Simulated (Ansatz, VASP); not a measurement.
WS2: VASP beside Ansatz

INCAR

```
SYSTEM = WS2
  ALGO = Normal
  EDIFF = 1E-7
  ENCUT = 520
  GGA = PS
  ISIF = 2
  ISMEAR = -1
  LASPH = .TRUE.
  LCHARG = .FALSE.
  LREAL = .FALSE.
  LWAVE = .FALSE.
  NBANDS = 35
  NELM = 60
  PREC = Accurate
  SIGMA = 0.05
```

The input KPOINTS:

```
k-points
0
G
  10 10 2
  0 0 0
```

The input POSCAR:

```
WS2
1.0
    3.1618441006      0.0000000000      0.0000000000
   -1.5809220503      2.7382373139      0.0000000000
    0.0000000000      0.0000000000     23.5099077035
W S
2 4
Direct
    0.6666666667      0.3333333333      0.3626824600
    0.3333333333      0.6666666667      0.6373175400
    0.6666666667      0.3333333333      0.7031838900
    0.3333333333      0.6666666667      0.4285581700
    0.6666666667      0.3333333333      0.5714418300
    0.3333333333      0.6666666667      0.2968161100
```

File input.yaml:

```yaml
crystal:
  lattice:
    - [3.1618441006, 0.0, 0.0]
    - [-1.5809220503, 2.7382373139, 0.0]
    - [0.0, 0.0, 23.5099077035]
  atoms:
    - { symbol: W, position: [0.6666666667, 0.3333333333, 0.36268246] }
    - { symbol: W, position: [0.3333333333, 0.6666666667, 0.63731754] }
    - { symbol: S, position: [0.6666666667, 0.3333333333, 0.70318389] }
    - { symbol: S, position: [0.3333333333, 0.6666666667, 0.42855817] }
    - { symbol: S, position: [0.6666666667, 0.3333333333, 0.57144183] }
    - { symbol: S, position: [0.3333333333, 0.6666666667, 0.29681611] }
kpoints:
  mp_grid: { grid: [10, 10, 2] }
scf:
  occupations: { method: fermi_dirac, width: 0.05 }
hamiltonian:
  xc: pbesol
  pseudopotentials: { kind: all_electron, lapw: { basis_error: 0.001 } }
output:
  forces: true
  stress: true
  eigenvalues: true
```

Change from the starting cell: volume scaled by 0.98.

Alike in both runs: task single point; functional PBEsol; k mesh 10 × 10 × 2; occupations fermi-dirac, width 0.05 eV; no spin polarisation.

```csv
,VASP,Ansatz
version,VASP 6.6.1,Ansatz 0.2.0
potentials or method,"VASP PAW PBE potentials, release 64 (W_sv, S), cutoff 520 eV","all-electron LAPW, scalar-relativistic"
```

```tsv
	VASP	Ansatz	Ansatz less VASP
gap on the k mesh at the Fermi level (eV)	1.67	1.66	-0.010
least direct gap on the mesh (eV)	2.18	2.17	-0.004
rms of the force components (eV/Å)	0.137	0.127	-0.0099
```

VASP's potentials were made for PBE, not for PBEsol. Atom by atom the forces differ by 0.010 eV/Å (rms over components). Ansatz ran all-electron here, and VASP with PAW potentials.

Neither program's run includes spin-orbit coupling.
